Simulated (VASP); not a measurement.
Here is a VASP 6.6.1 calculation.

File INCAR:

```
SYSTEM = Mn
PREC     = Accurate       ! precision mode
ENCUT    = 520            ! plane-wave cutoff, eV
EDIFF    = 1E-7           ! SCF threshold, eV
ISMEAR   = -1             ! smearing method
SIGMA    = 0.05           ! smearing width, eV
LREAL    = .False.        ! projectors in reciprocal space
LASPH    = .True.         ! aspherical terms in the spheres
NELM     = 150            ! most SCF steps
ALGO     = Normal         ! electronic algorithm
ISIF     = 2              ! what is computed and relaxed
LWAVE    = .False.        ! write WAVECAR
LCHARG   = .False.        ! write CHGCAR
ISPIN    = 2              ! spin polarisation
MAGMOM   = 3              ! initial moments
LORBIT   = 11             ! projections on sites
LMAXMIX  = 4              ! l up to which the mixer works
GGA      = PE             ! functional
NBANDS   = 16             ! bands
```

KPOINTS

```
regular mesh
0
Gamma
  17 17 17
  0 0 0
```

POSCAR

```
Mn
1.0
    2.2660808981      0.0000000000      0.0000000000
    0.0000000000      2.2660808981      0.0000000000
    0.0000000000      0.0000000000      2.2660808981
Mn
1
Direct
    0.0000000000      0.0000000000      0.0000000000
```

Potentials or basis: VASP PAW PBE potentials, release 64 (Mn_pv).

Run with:

```console
$ cat potpaw_PBE.64/Mn_pv/POTCAR > POTCAR
$ mpirun -np 1 vasp_std > vasp.out
```

**Question.** What does it give for the site moments?

**Answer.** Mn +0.17 μB.

**Question.** Predict the net moment.

**Answer.** 0.17 μB per cell.

**Question.** What does it give for the pressure?

**Answer.** 5.5 GPa.

Caveat: the cell stands under pressure.
